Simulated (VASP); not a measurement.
The system is WC.

```
W C
1.0
     0.00000    2.19268    2.19268
     2.19268    0.00000    2.19268
     2.19268    2.19268    0.00000
W C
1 1
Direct
  0.00000 0.00000 0.00000
  0.50000 0.50000 0.50000
```

Base run:

```yaml
Program: VASP 6.6.1
Functional: PBE
Potentials_or_basis: VASP PAW PBE potentials, release 64 (W_sv, C)
Cutoff: 520 eV
k_mesh: 8 × 8 × 8
Occupations: fermi-dirac, width 0.1 eV
Spin: non-collinear spin, zero start, spin-orbit coupling
Starting_moments: "[[0.0, 0.0, 0.0], [0.0, 0.0, 0.0]] μB"
```

Its results: pressure 0.9 GPa; net moment 0.00 μB per cell.

Q: The run is repeated on the same cell with these changes: k mesh from 8 × 8 × 8 to 12 × 12 × 12; further incar settings from ALGO = Normal; EDIFF = 1e-06; NBANDS = 30 to ALGO = Normal; EDIFF = 1e-07; NBANDS = 30. What comes out?

A: Pressure 0.5 GPa; net moment 0.00 μB per cell.
